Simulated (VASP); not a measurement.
# CaO (Fm-3m) in VASP: single point with PBEsol

Aim: the single point of CaO with PBEsol.

All numbers are computed with VASP 6.6.1; they aren't measurements. Logs are shortened: lines on timing, memory, paths and dates and some standing lists are left out, and cuts for length are marked.

### Step 1. The cell of the first run

Symmetry: Fm-3m, No. 225, cubic system. The conventional cell has a = 4.767 Å, b = 4.767 Å, c = 4.767 Å, α = 90.00°, β = 90.00°, γ = 90.00°. Ca (site symmetry m-3m) has 6 O at 2.38 Å within 3.1 Å. O (site symmetry m-3m) has 6 Ca at 2.38 Å within 3.1 Å.

### Step 2. Single point, PBEsol

File INCAR:

```
SYSTEM = CaO
ALGO = Normal
EDIFF = 1E-6
ENCUT = 600
GGA = PS
GGA_COMPAT = .FALSE.
ISIF = 2
ISMEAR = 0
LASPH = .TRUE.
LCHARG = .FALSE.
LREAL = .FALSE.
LWAVE = .FALSE.
NBANDS = 15
NELM = 120
PREC = Accurate
SIGMA = 0.01
```

File KPOINTS:

```
k-points
0
G
  8 8 8
  0 0 0
```

File POSCAR:

```
CaO
1.0
    2.3835762605      2.3835762605      0.0000000000
   -2.3835762605      2.3835762605      0.0000000000
    0.0000000000      2.3835762605      2.3835762605
Ca O
1 1
Direct
    0.0000000000      0.0000000000      0.0000000000
    0.5000000000      0.5000000000      0.0000000000
```

Potentials or basis: VASP PAW PBE potentials, release 64 (Ca_sv, O).

Run with:

```
$ cat potpaw_PBE.64/Ca_sv/POTCAR potpaw_PBE.64/O/POTCAR > POTCAR
$ mpirun -np 1 vasp_std > vasp.out
```

OUTCAR:

```text
SYSTEM = CaO
   EDIFF = 1E-6
   ENCUT = 600
   GGA = PS
   ISIF = 2
   ISMEAR = 0
   LASPH = .TRUE.
   LREAL = .FALSE.
   NELM = 120
   PREC = Accurate

 ion  position               nearest neighbor table
   1  0.000  0.000  0.000-   2 2.38   2 2.38   2 2.38   2 2.38   2 2.38   2 2.38
   2  0.500  0.500  0.000-   1 2.38   1 2.38   1 2.38   1 2.38   1 2.38   1 2.38

  LATTYP: Found a face centered cubic cell.
 ALAT       =     4.7671525210

  Lattice vectors:

 A1 = (   0.0000000000,   2.3835762605,   2.3835762605)
 A2 = (   2.3835762605,   0.0000000000,   2.3835762605)
 A3 = (   2.3835762605,   2.3835762605,   0.0000000000)

Analysis of symmetry for initial positions (statically):
=====================================================================
 Subroutine PRICEL returns:
 Original cell was already a primitive cell.

 Routine SETGRP: Setting up the symmetry group for a
 face centered cubic supercell.

 Subroutine GETGRP returns: Found 48 space group operations
 (whereof 48 operations were pure point group operations)
 out of a pool of 48 trial point group operations.

The static configuration has the point symmetry O_h .

Analysis of symmetry for dynamics (positions and initial velocities):
=====================================================================
 Subroutine PRICEL returns:
 Original cell was already a primitive cell.

 Routine SETGRP: Setting up the symmetry group for a
 face centered cubic supercell.

 Subroutine GETGRP returns: Found 48 space group operations
 (whereof 48 operations were pure point group operations)
 out of a pool of 48 trial point group operations.

The dynamic configuration has the point symmetry O_h .

 Subroutine INISYM returns: Found 48 space group operations
 (whereof 48 operations are pure point group operations),
 and found     1 'primitive' translations

----------------------------------------------------------------------------------------

                                     Primitive cell

  volume of cell :      27.0843

  direct lattice vectors                    reciprocal lattice vectors
     2.383576260  2.383576260  0.000000000     0.209768829  0.209768829 -0.209768829
    -2.383576260  2.383576260  0.000000000    -0.209768829  0.209768829 -0.209768829
     0.000000000  2.383576260  2.383576260     0.000000000  0.000000000  0.419537657

  length of vectors
     3.370885875  3.370885875  3.370885875     0.363330269  0.363330269  0.419537657

  position of ions in fractional coordinates (direct lattice)
     0.000000000  0.000000000  0.000000000
     0.500000000  0.500000000  0.000000000

  ion indices of the primitive-cell ions
   primitive index   ion index
                 1           1
                 2           2

----------------------------------------------------------------------------------------

 KPOINTS: k-points

Automatic generation of k-mesh.
 Grid dimensions read from file:
 generate k-points for:    8    8    8

 Generating k-lattice:

  Cartesian coordinates                     Fractional coordinates (reciprocal lattice)
     0.026221104  0.026221104 -0.026221104     0.125000000  0.000000000  0.000000000
    -0.026221104  0.026221104 -0.026221104     0.000000000  0.125000000  0.000000000
     0.000000000  0.000000000  0.052442207     0.000000000  0.000000000  0.125000000

  Length of vectors
     0.045416284  0.045416284  0.052442207

  Shift w.r.t. Gamma in fractional coordinates (k-lattice)
     0.000000000  0.000000000  0.000000000

 Subroutine IBZKPT returns following result:
 ===========================================

 Found     29 irreducible k-points:

 Following reciprocal coordinates:
            Coordinates               Weight
  0.000000  0.000000  0.000000      1.000000
  0.125000  0.000000  0.000000      8.000000
  0.250000  0.000000  0.000000      8.000000
  0.375000  0.000000  0.000000      8.000000
  0.500000  0.000000  0.000000      4.000000
  0.125000  0.125000  0.000000     12.000000
[... 16 lines left out ...]
  0.375000  0.250000  0.125000     48.000000
  0.500000  0.250000  0.125000     24.000000
 [... further k-points ...]
   k-points           NKPTS =     29   k-points in BZ     NKDIM =     29   number of bands    NBANDS=     15
   number of dos      NEDOS =    301   number of ions     NIONS =      2
   total plane-waves  NPLWV =  21952
   dimension x,y,z NGX =    28 NGY =   28 NGZ =   28
   dimension x,y,z NGXF=    56 NGYF=   56 NGZF=   56
   ions per type =               1   1
   NGX,Y,Z   is equivalent  to a cutoff of  13.81, 13.81, 13.81 a.u.
   NGXF,Y,Z  is equivalent  to a cutoff of  27.62, 27.62, 27.62 a.u.
 SYSTEM =  CaO
   PREC   = accura    normal or accurate (medium, high low for compatibility)
   ISTART =      0    job   : 0-new  1-cont  2-samecut
   ICHARG =      2    charge: 1-file 2-atom 10-const
   ISPIN  =      1    spin polarized calculation?
   LNONCOLLINEAR =      F non collinear calculations
   LSORBIT =      F    spin-orbit coupling
   LASPH  =      T    aspherical Exc in radial PAW
   ENCUT  =  600.0 eV  44.10 Ry    6.64 a.u.   6.73  6.73  6.73*2*pi/ulx,y,z
   NELM   =    120;   NELMIN=  2; NELMDL= -5     # of ELM steps
   EDIFF  = 0.1E-05   stopping-criterion for ELM
   LREAL  =      F    real-space projection
   EDIFFG = 0.1E-04   stopping-criterion for IOM
   NSW    =      0    number of steps for IOM
   IBRION =     -1    ionic relax: 0-MD 1-quasi-New 2-CG
   NFREE  =      0    steps in history (QN), initial steepest desc. (CG)
   ISIF   =      2    stress and relaxation
   ISYM   =      2    0-nonsym 1-usesym 2-fastsym
   POTIM  = 0.5000    time-step for ionic-motion
   TEBEG  =    0.0;   TEEND  =   0.0 temperature during run
   PSTRESS=    0.0 pullay stress
   NELECT =      16.0000    total number of electrons
   NUPDOWN=      -1.0000    fix difference up-down
   EMIN   =  10.00;   EMAX   =-10.00  energy-range for DOS
   EFERMI =   0.00;   METHOD = LEGACY
   ISMEAR =     0;   SIGMA  =   0.01  broadening in eV -4-tet -1-fermi 0-gaus
   EFERMI_NEDOS =   21; number of points for ismear=-14 and -15
   IALGO  =     38    algorithm
   IMIX   =      4    mixing-type and parameters
     AMIX     =   0.40;   BMIX     =  1.00
     AMIX_MAG =   1.60;   BMIX_MAG =  1.00
  volume/ion in A,a.u.               =      13.54        91.39
  Fermi-wavevector in a.u.,A,eV,Ry     =   1.373649  2.595820 25.672991  1.886912
  Thomas-Fermi vector in A             =   2.499147
   LORBIT       =      0    0 simple, 1 ext, 2 COOP (PROOUT), +10 PAW based schemes
   GGA     = PS    functional components
   LHFCALC =     F    Hartree Fock is set to
   AEXX    =    0.0000 exact exchange contribution
   IVDW    =     0    specifies the selected vdW correction
   LEPSILON=     F    determine dielectric tensor
   LRPA    =     F    only Hartree local field effects (RPA)
 non-spin polarized calculation
 Gauss-broadening in eV      SIGMA  =   0.01
  energy-cutoff  :      600.00
  volume of cell :       27.08
 maximum number of plane-waves:       934
   NGX = 13   NGY = 13   NGZ = 13

 number of electron      15.9999997 magnetization

 Free energy of the ion-electron system (eV)
  ---------------------------------------------------
  ext. energy  EPLUGINS =         0.00000000
  ---------------------------------------------------
  free energy    TOTEN  =       -13.41322664 eV

  energy without entropy =      -13.41322664  energy(sigma->0) =      -13.41322664

 E-fermi :   2.4091     XC(G=0): -10.8588

 val. band max:        2.3350941402   @ k =   0.0000   0.0000   0.0000
 cond. band min:       5.8571711489   @ k =   0.5000   0.5000   0.0000
 fundamental gap:      3.5220770087
 Fermi energy:         2.4090845917

 k-point     1 :       0.0000    0.0000    0.0000
  band No.  band energies     occupation
      1     -34.9528      2.00000
      2     -15.7750      2.00000
      3     -15.7750      2.00000
      4     -15.7750      2.00000
      5     -13.1575      2.00000
      6       2.3351      2.00000
      7       2.3351      2.00000
      8       2.3351      2.00000
      9       7.0986      0.00000
     10       8.5852      0.00000
     11       8.5852      0.00000
     12       8.5852      0.00000
     13      10.1661      0.00000
     14      10.1661      0.00000
     15      17.3156      0.00000

 k-point     2 :       0.1250    0.0000    0.0000
  band No.  band energies     occupation
      1     -34.9355      2.00000
      2     -16.0271      2.00000
      3     -15.7837      2.00000
      4     -15.7837      2.00000
      5     -12.8962      2.00000
      6       1.7766      2.00000
      7       2.1110      2.00000
      8       2.1110      2.00000
      9       7.7959      0.00000
     10       8.5394      0.00000
     11       8.8631      0.00000
     12       8.8631      0.00000
     13      10.5550      0.00000
     14      10.5550      0.00000
     15      17.9583      0.00000

 k-point     3 :       0.2500    0.0000    0.0000
  band No.  band energies     occupation
      1     -34.8935      2.00000
      2     -16.5117      2.00000
      3     -15.8046      2.00000
      4     -15.8046      2.00000
      5     -12.3870      2.00000
      6       0.7339      2.00000
      7       1.6340      2.00000
      8       1.6340      2.00000
      9       8.6015      0.00000
     10       9.2791      0.00000
     11       9.5943      0.00000
     12       9.5943      0.00000
     13      11.4889      0.00000
     14      11.4889      0.00000
     15      18.4303      0.00000

 k-point     4 :       0.3750    0.0000    0.0000
  band No.  band energies     occupation
      1     -34.8510      2.00000
      2     -16.9027      2.00000
      3     -15.8253      2.00000
      4     -15.8253      2.00000
      5     -11.9674      2.00000
      6      -0.1054      2.00000
      7       1.2216      2.00000
      8       1.2216      2.00000
      9       9.0902      0.00000
     10      10.4457      0.00000
     11      10.4457      0.00000
     12      10.4829      0.00000
     13      12.5070      0.00000
     14      12.5070      0.00000
     15      17.3866      0.00000
[... 307 lines left out ...]
 k-point    22 :       0.2500    0.2500    0.1250
  band No.  band energies     occupation
      1     -34.8628      2.00000
      2     -16.5534      2.00000
      3     -15.9540      2.00000
      4     -15.8451      2.00000
      5     -12.3425      2.00000
      6       0.4403      2.00000
      7       1.5151      2.00000
      8       1.8016      2.00000
      9       7.6800      0.00000
     10       9.5294      0.00000
     11      10.3237      0.00000
     12      10.6713      0.00000
     13      11.4715      0.00000
     14      12.7110      0.00000
     15      18.9404      0.00000

 k-point    23 :       0.3750    0.2500    0.1250
  band No.  band energies     occupation
      1     -34.8291      2.00000
      2     -16.7238      2.00000
      3     -16.0270      2.00000
      4     -15.8870      2.00000
      5     -12.1869      2.00000
      6       0.2562      2.00000
      7       1.2128      2.00000
      8       1.4617      2.00000
      9       8.2095      0.00000
     10       9.9162      0.00000
     11      10.9523      0.00000
     12      11.0719      0.00000
     13      12.4807      0.00000
     14      13.6424      0.00000
     15      17.3270      0.00000

 k-point    24 :       0.5000    0.2500    0.1250
  band No.  band energies     occupation
      1     -34.8150      2.00000
      2     -16.7923      2.00000
      3     -16.0439      2.00000
      4     -15.9157      2.00000
      5     -12.1276      2.00000
      6       0.2026      2.00000
      7       1.1648      2.00000
      8       1.2289      2.00000
      9       9.1354      0.00000
     10       9.1988      0.00000
     11      11.2654      0.00000
     12      11.4678      0.00000
     13      12.7911      0.00000
     14      14.4408      0.00000
     15      16.4073      0.00000

 [... further k-points ...]
[... 5 lines left out ...]
  --------------------------------------------------------------------------------------
  -------------------------------------------------------------------------------------
  Total        0.0888659      0.0888659      0.0888659      0.0000000      0.0000000      0.0000000
  in kB        5.2568856      5.2568856      5.2568856      0.0000000      0.0000000      0.0000000
  external PRESSURE =       5.2568856 kB  Pullay stress =       0.0000000 kB

 VOLUME and BASIS-vectors are now :
 -----------------------------------------------------------------------------
  energy-cutoff  :      600.00
  volume of cell :       27.08
      direct lattice vectors                 reciprocal lattice vectors
     2.383576260  2.383576260  0.000000000     0.209768829  0.209768829 -0.209768829
    -2.383576260  2.383576260  0.000000000    -0.209768829  0.209768829 -0.209768829
     0.000000000  2.383576260  2.383576260     0.000000000  0.000000000  0.419537657

 POSITION                                       TOTAL-FORCE (eV/Angst)
 -----------------------------------------------------------------------------------
      0.00000      0.00000      0.00000         0.000000      0.000000      0.000000
      0.00000      2.38358      0.00000        -0.000000     -0.000000      0.000000
 -----------------------------------------------------------------------------------
    total drift:                               -0.000000      0.000000     -0.000000

  FREE ENERGIE OF THE ION-ELECTRON SYSTEM (eV)
  ---------------------------------------------------
  free  energy   TOTEN  =       -13.4132266371 eV

  energy  without entropy=      -13.4132266371  energy(sigma->0) =      -13.41322664
```

Wall time 16 s (1 thread of Intel Xeon Platinum 8259CL at 2.50GHz (Skylake/Cascade Lake), shared host); peak memory 0.16 GiB.

What came out:

```
Free energy            : -13.4132 eV
Pressure               : 0.5 GPa
Band gap on the k mesh : 3.52 eV (least direct gap 3.90 eV)
```

Caveat: the PAW data sets were made with another functional, which shifts forces and pressure a little. As with any semilocal functional, this PBEsol gap is likely too small.
